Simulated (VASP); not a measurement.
Wanted: the native input for a VASP 6.6.1 run.

```
Task                   : single point
Functional             : PBE
Potentials or basis    : VASP PAW PBE potentials, release 64 (Ti_sv)
Cutoff                 : 520 eV
k mesh                 : 14 × 14 × 14
Occupations            : fermi-dirac, width 0.05 eV
Spin                   : no spin polarisation
Dipole correction      : no
Further INCAR settings : ALGO = Normal; EDIFF = 1e-06; NBANDS = 12
```

The structure of Ti lies in POSCAR:

```
Ti
1.0
    0.0000000000      2.0698140295      2.0698140295
    2.0698140295      0.0000000000      2.0698140295
    2.0698140295      2.0698140295      0.0000000000
Ti
1
Direct
    0.0000000000      0.0000000000      0.0000000000
```

This cell differs from its parent crystal: volume scaled by 1.06.

These files were run (other wordings do the same):

INCAR

```
SYSTEM = Ti
PREC     = Accurate       ! precision mode
ENCUT    = 520            ! plane-wave cutoff, eV
EDIFF    = 1E-6           ! SCF threshold, eV
ISMEAR   = -1             ! smearing method
SIGMA    = 0.05           ! smearing width, eV
LREAL    = .FALSE.        ! projectors in reciprocal space
LASPH    = .TRUE.         ! aspherical terms in the spheres
NELM     = 60             ! most SCF steps
ALGO     = Normal         ! electronic algorithm
ISIF     = 2              ! what is computed and relaxed
LWAVE    = .FALSE.        ! write WAVECAR
LCHARG   = .FALSE.        ! write CHGCAR
GGA      = PE             ! functional
NBANDS   = 12             ! bands
```

KPOINTS

```
Automatic mesh
0
G
  14 14 14
  0 0 0
```

Potentials or basis: VASP PAW PBE potentials, release 64 (Ti_sv).

Command:

```console
$ cat potpaw_PBE.64/Ti_sv/POTCAR > POTCAR
$ mpirun -np 1 vasp_std > vasp.out
```

It gave:

| Item | Value |
| --- | --- |
| Pressure | -2.2 GPa |
| Band gap on the k mesh | zero (band 6 reaches 8.86 eV, above the bottom of band 7 at 7.62 eV) |

Run time: 13 s on 1 thread of Intel(R) Xeon(R) Platinum 8375C CPU @ 2.90GHz (Ice Lake), with other jobs on the host, peak memory 0.15 GiB.
